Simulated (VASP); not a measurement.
ZnS, 2 atoms in the cell. The structure is hexagonal, space group P-6m2 (No. 187). Conventional cell: a = 3.312 Å, b = 3.312 Å, c = 3.261 Å, α = 90.00°, β = 90.00°, γ = 120.00°. Zn (site symmetry -6m2) has 6 S at 2.51 Å and 2 Zn at 3.26 Å within 3.3 Å. S (site symmetry -6m2) has 6 Zn at 2.51 Å and 2 S at 3.26 Å within 3.3 Å. 

```yaml
Program: VASP 6.6.1
Task: single point
Functional: PBE
Potentials_or_basis: VASP PAW PBE potentials, release 64 (Zn, S)
Cutoff: 500 eV
k_mesh: 6 × 6 × 6
Occupations: gaussian, width 0.1 eV
Spin: no spin polarisation
Dipole_correction: no
Further_INCAR_settings: ALGO = Normal; EDIFF = 1e-06; NBANDS = 16
```

Potentials or basis: VASP PAW PBE potentials, release 64 (Zn, S).

The run is started by

```console
$ cat potpaw_PBE.64/Zn/POTCAR potpaw_PBE.64/S/POTCAR > POTCAR
$ mpirun -np 1 vasp_std > vasp.out
```

Hardware: 1 thread of Intel Xeon 6975P-C, on a shared host.

Task: Estimate the wall time of this run.

Result: It took 5.5 s on 1 thread of Intel Xeon 6975P-C, on a shared host, peak memory 0.14 GiB. Counts: scf iterations 12, k points 28.
